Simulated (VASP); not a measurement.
# PbS (I4mm) in VASP: single point with PBE

Aim: the single point of PbS with PBE.

Program: VASP 6.6.1. These are calculated values, not measurements. Logs are shortened: lines on timing, memory, paths and dates and some standing lists are left out, and cuts for length are marked.

## Step 1: The cell of the first run

Symmetry: I4mm, No. 107, tetragonal system. Conventional cell: a = 4.249 Å, b = 4.249 Å, c = 6.009 Å, α = 90.00°, β = 90.00°, γ = 90.00°. Within 3.7 Å of Pb (site symmetry 4mm) lie 6 S at 2.80 to 3.20 Å. Within 3.7 Å of S (site symmetry 4mm) lie 6 Pb at 2.80 to 3.20 Å.

## Step 2: Single point, PBE (atom 1 (Pb) moved 0.2 Å along y)

File INCAR:

```
SYSTEM = PbS
  PREC = Accurate
  ENCUT = 520
  EDIFF = 1E-7
  ISMEAR = 0
  SIGMA = 0.05
  LREAL = .False.
  LASPH = .True.
  NELM = 100
  ALGO = Normal
  ISIF = 2
  LWAVE = .False.
  LCHARG = .True.
  GGA = PE
  LELF = .True.
  LVHAR = .True.
  NBANDS = 17
```

File KPOINTS:

```
Automatic mesh
0
Gamma
  10 10 10
  0 0 0
```

File POSCAR:

```
PbS
1.0
    0.0000000000      3.0045317637      3.0045317637
    3.0045317637      0.0000000000      3.0045317637
    3.0045317637      3.0045317637      0.0000000000
Pb S
1 1
Direct
    0.5332830564      0.4667169436      0.5332830564
    0.0000000000      0.0000000000      0.0000000000
```

Potentials or basis: VASP PAW PBE potentials, release 64 (Pb_d, S).

Started as:

```console
cat potpaw_PBE.64/Pb_d/POTCAR potpaw_PBE.64/S/POTCAR > POTCAR
mpirun -np 1 vasp_std > vasp.out
```

OUTCAR:

```text
SYSTEM = PbS
   PREC = Accurate
   ENCUT = 520
   EDIFF = 1E-7
   ISMEAR = 0
   LREAL = .False.
   LASPH = .True.
   NELM = 100
   ISIF = 2
   GGA = PE

 ion  position               nearest neighbor table
   1  0.533  0.467  0.533-   2 2.80   2 3.01   2 3.01   2 3.01   2 3.01   2 3.20
   2  0.000  0.000  0.000-   1 2.80   1 3.01   1 3.01   1 3.01   1 3.01   1 3.20

  LATTYP: Found a face centered cubic cell.
 ALAT       =     6.0090635274

  Lattice vectors:

 A1 = (   0.0000000000,   3.0045317637,   3.0045317637)
 A2 = (   3.0045317637,   0.0000000000,   3.0045317637)
 A3 = (   3.0045317637,   3.0045317637,   0.0000000000)

Analysis of symmetry for initial positions (statically):
=====================================================================
 Subroutine PRICEL returns:
 Original cell was already a primitive cell.

 Routine SETGRP: Setting up the symmetry group for a
 face centered cubic supercell.

 Subroutine GETGRP returns: Found  8 space group operations
 (whereof  8 operations were pure point group operations)
 out of a pool of 48 trial point group operations.

The static configuration has the point symmetry C_4v.

Analysis of symmetry for dynamics (positions and initial velocities):
=====================================================================
 Subroutine PRICEL returns:
 Original cell was already a primitive cell.

 Routine SETGRP: Setting up the symmetry group for a
 face centered cubic supercell.

 Subroutine GETGRP returns: Found  8 space group operations
 (whereof  8 operations were pure point group operations)
 out of a pool of 48 trial point group operations.

The dynamic configuration has the point symmetry C_4v.

 Subroutine INISYM returns: Found  8 space group operations
 (whereof  8 operations are pure point group operations),
 and found     1 'primitive' translations

----------------------------------------------------------------------------------------

                                     Primitive cell

  volume of cell :      54.2451

  direct lattice vectors                    reciprocal lattice vectors
     0.000000000  3.004531764  3.004531764    -0.166415282  0.166415282  0.166415282
     3.004531764  0.000000000  3.004531764     0.166415282 -0.166415282  0.166415282
     3.004531764  3.004531764  0.000000000     0.166415282  0.166415282 -0.166415282

  length of vectors
     4.249049569  4.249049569  4.249049569     0.288239723  0.288239723  0.288239723

  position of ions in fractional coordinates (direct lattice)
     0.533283056  0.466716944  0.533283056
     0.000000000  0.000000000  0.000000000

  ion indices of the primitive-cell ions
   primitive index   ion index
                 1           1
                 2           2

----------------------------------------------------------------------------------------

 KPOINTS: Automatic mesh

Automatic generation of k-mesh.
 Grid dimensions read from file:
 generate k-points for:   10   10   10

 Generating k-lattice:

  Cartesian coordinates                     Fractional coordinates (reciprocal lattice)
    -0.016641528  0.016641528  0.016641528     0.100000000  0.000000000  0.000000000
     0.016641528 -0.016641528  0.016641528     0.000000000  0.100000000  0.000000000
     0.016641528  0.016641528 -0.016641528     0.000000000  0.000000000  0.100000000

  Length of vectors
     0.028823972  0.028823972  0.028823972

  Shift w.r.t. Gamma in fractional coordinates (k-lattice)
     0.000000000  0.000000000  0.000000000

 Subroutine IBZKPT returns following result:
 ===========================================

 Found    102 irreducible k-points:

 Following reciprocal coordinates:
            Coordinates               Weight
  0.000000  0.000000  0.000000      1.000000
  0.100000  0.000000  0.000000      8.000000
  0.200000  0.000000  0.000000      8.000000
  0.300000  0.000000  0.000000      8.000000
  0.400000  0.000000  0.000000      8.000000
  0.500000  0.000000  0.000000      4.000000
[... 16 lines left out ...]
 -0.100000  0.100000  0.000000      8.000000
  0.100000  0.000000 -0.100000      4.000000
 [... further k-points ...]
   k-points           NKPTS =    102   k-points in BZ     NKDIM =    102   number of bands    NBANDS=     17
   number of dos      NEDOS =    301   number of ions     NIONS =      2
   total plane-waves  NPLWV =  32768
   dimension x,y,z NGX =    32 NGY =   32 NGZ =   32
   dimension x,y,z NGXF=    64 NGYF=   64 NGZF=   64
   ions per type =               1   1
   NGX,Y,Z   is equivalent  to a cutoff of  12.52, 12.52, 12.52 a.u.
   NGXF,Y,Z  is equivalent  to a cutoff of  25.04, 25.04, 25.04 a.u.
 SYSTEM =  PbS
   PREC   = accura    normal or accurate (medium, high low for compatibility)
   ISTART =      0    job   : 0-new  1-cont  2-samecut
   ICHARG =      2    charge: 1-file 2-atom 10-const
   ISPIN  =      1    spin polarized calculation?
   LNONCOLLINEAR =      F non collinear calculations
   LSORBIT =      F    spin-orbit coupling
   LASPH  =      T    aspherical Exc in radial PAW
   ENCUT  =  520.0 eV  38.22 Ry    6.18 a.u.   7.90  7.90  7.90*2*pi/ulx,y,z
   NELM   =    100;   NELMIN=  2; NELMDL= -5     # of ELM steps
   EDIFF  = 0.1E-06   stopping-criterion for ELM
   LREAL  =      F    real-space projection
   EDIFFG = 0.1E-05   stopping-criterion for IOM
   NSW    =      0    number of steps for IOM
   IBRION =     -1    ionic relax: 0-MD 1-quasi-New 2-CG
   NFREE  =      0    steps in history (QN), initial steepest desc. (CG)
   ISIF   =      2    stress and relaxation
   ISYM   =      2    0-nonsym 1-usesym 2-fastsym
   POTIM  = 0.5000    time-step for ionic-motion
   TEBEG  =    0.0;   TEEND  =   0.0 temperature during run
   PSTRESS=    0.0 pullay stress
   NELECT =      20.0000    total number of electrons
   NUPDOWN=      -1.0000    fix difference up-down
   EMIN   =  10.00;   EMAX   =-10.00  energy-range for DOS
   EFERMI =   0.00;   METHOD = LEGACY
   ISMEAR =     0;   SIGMA  =   0.05  broadening in eV -4-tet -1-fermi 0-gaus
   EFERMI_NEDOS =   21; number of points for ismear=-14 and -15
   IALGO  =     38    algorithm
   IMIX   =      4    mixing-type and parameters
     AMIX     =   0.40;   BMIX     =  1.00
     AMIX_MAG =   1.60;   BMIX_MAG =  1.00
  volume/ion in A,a.u.               =      27.12       183.03
  Fermi-wavevector in a.u.,A,eV,Ry     =   1.173901  2.218351 18.749412  1.378043
  Thomas-Fermi vector in A             =   2.310306
   LORBIT       =      0    0 simple, 1 ext, 2 COOP (PROOUT), +10 PAW based schemes
   GGA     = PE    functional components
   LHFCALC =     F    Hartree Fock is set to
   AEXX    =    0.0000 exact exchange contribution
   IVDW    =     0    specifies the selected vdW correction
   LEPSILON=     F    determine dielectric tensor
   LRPA    =     F    only Hartree local field effects (RPA)
 non-spin polarized calculation
 Gauss-broadening in eV      SIGMA  =   0.05
  energy-cutoff  :      520.00
  volume of cell :       54.25
 maximum number of plane-waves:      1476
   NGX = 15   NGY = 15   NGZ = 15

 number of electron      20.0000003 magnetization

 Free energy of the ion-electron system (eV)
  ---------------------------------------------------
  ext. energy  EPLUGINS =         0.00000000
  ---------------------------------------------------
  free energy    TOTEN  =        -8.76111273 eV

  energy without entropy =       -8.76111273  energy(sigma->0) =       -8.76111273

 E-fermi :   5.4499     XC(G=0):  -9.4911

 val. band max:        5.1573343037   @ k =   0.5000   0.0000   0.0000
 cond. band min:       5.9322102549   @ k =   0.5000   0.0000   0.0000
 fundamental gap:      0.7748759512
 Fermi energy:         5.4499321698

 k-point     1 :       0.0000    0.0000    0.0000
  band No.  band energies     occupation
      1     -11.4308      2.00000
      2     -11.4208      2.00000
      3     -11.4208      2.00000
      4     -11.4131      2.00000
      5     -11.4100      2.00000
      6      -7.9819      2.00000
[... 9 lines left out ...]
     16      12.4045      0.00000
     17      14.0922      0.00000

 k-point     2 :       0.1000    0.0000    0.0000
  band No.  band energies     occupation
      1     -11.4293      2.00000
      2     -11.4201      2.00000
      3     -11.4195      2.00000
      4     -11.4130      2.00000
      5     -11.4109      2.00000
      6      -7.9012      2.00000
[... 9 lines left out ...]
     16      12.5203      0.00000
     17      14.8441      0.00000

 k-point     3 :       0.2000    0.0000    0.0000
  band No.  band energies     occupation
      1     -11.4284      2.00000
      2     -11.4238      2.00000
      3     -11.4216      2.00000
      4     -11.4069      2.00000
      5     -11.4049      2.00000
      6      -7.6708      2.00000
[... 9 lines left out ...]
     16      12.9836      0.00000
     17      16.2664      0.00000

 k-point     4 :       0.3000    0.0000    0.0000
  band No.  band energies     occupation
      1     -11.4341      2.00000
      2     -11.4312      2.00000
      3     -11.4222      2.00000
      4     -11.3966      2.00000
      5     -11.3929      2.00000
      6      -7.3338      2.00000
[... 9 lines left out ...]
     16      13.7852      0.00000
     17      17.4907      0.00000
[... 343 lines left out ...]
      1     -11.4310      2.00000
      2     -11.4263      2.00000
      3     -11.4188      2.00000
      4     -11.4057      2.00000
      5     -11.4017      2.00000
      6      -7.5018      2.00000
[... 9 lines left out ...]
     16      14.0706      0.00000
     17      15.6013      0.00000

 k-point    23 :      -0.1000    0.1000    0.0000
  band No.  band energies     occupation
      1     -11.4285      2.00000
      2     -11.4216      2.00000
      3     -11.4172      2.00000
      4     -11.4167      2.00000
      5     -11.4051      2.00000
      6      -7.7693      2.00000
[... 9 lines left out ...]
     16      13.1294      0.00000
     17      14.6883      0.00000

 k-point    24 :       0.1000    0.0000   -0.1000
  band No.  band energies     occupation
      1     -11.4266      2.00000
      2     -11.4203      2.00000
      3     -11.4198      2.00000
      4     -11.4146      2.00000
      5     -11.4080      2.00000
      6      -7.7706      2.00000
[... 9 lines left out ...]
     16      13.1701      0.00000
     17      14.7349      0.00000

 [... further k-points ...]

------------------------ aborting loop because EDIFF is reached ----------------------------------------

  FORCE on cell =-STRESS in cart. coord.  units (eV):
  Direction    XX          YY          ZZ          XY          YZ          ZX
  --------------------------------------------------------------------------------------
  -------------------------------------------------------------------------------------
  Total        0.0090754      0.4831428      0.0090754     -0.0000000      0.0000000      0.0000000
  in kB        0.2680495     14.2700580      0.2680495     -0.0000000      0.0000000      0.0000000
  external PRESSURE =       4.9353857 kB  Pullay stress =       0.0000000 kB

 VOLUME and BASIS-vectors are now :
 -----------------------------------------------------------------------------
  energy-cutoff  :      520.00
  volume of cell :       54.25
      direct lattice vectors                 reciprocal lattice vectors
     0.000000000  3.004531764  3.004531764    -0.166415282  0.166415282  0.166415282
     3.004531764  0.000000000  3.004531764     0.166415282 -0.166415282  0.166415282
     3.004531764  3.004531764  0.000000000     0.166415282  0.166415282 -0.166415282

 POSITION                                       TOTAL-FORCE (eV/Angst)
 -----------------------------------------------------------------------------------
      3.00453      3.20453      3.00453         0.000000     -0.130495      0.000000
      0.00000      0.00000      0.00000         0.000000      0.130495      0.000000
 -----------------------------------------------------------------------------------
    total drift:                               -0.000000     -0.000008     -0.000000

  FREE ENERGIE OF THE ION-ELECTRON SYSTEM (eV)
  ---------------------------------------------------
  free  energy   TOTEN  =        -8.7611127329 eV

  energy  without entropy=       -8.7611127329  energy(sigma->0) =       -8.76111273
```

It took 2 min on 1 thread of Intel Xeon 8259CL, shared host; peak memory 0.23 GiB.

Results:

- Free energy: -8.7611 eV
- Pressure: 0.5 GPa
- Largest force: 0.130 eV/Å
- Band gap on the k mesh: 0.77 eV

Forces in eV/Å, atoms in the order of the input:
```
Pb   0.000 -0.130  0.000
S    0.000  0.130  0.000
```

Stress tensor (GPa, compression positive):
```
0.03 0.00 0.00
0.00 1.43 0.00
0.00 0.00 0.03
```

Caveat: the cell differs from its parent crystal (atom 1 (Pb) moved 0.2 Å along y); spin-orbit coupling is left out, which moves the levels of the heavy elements.
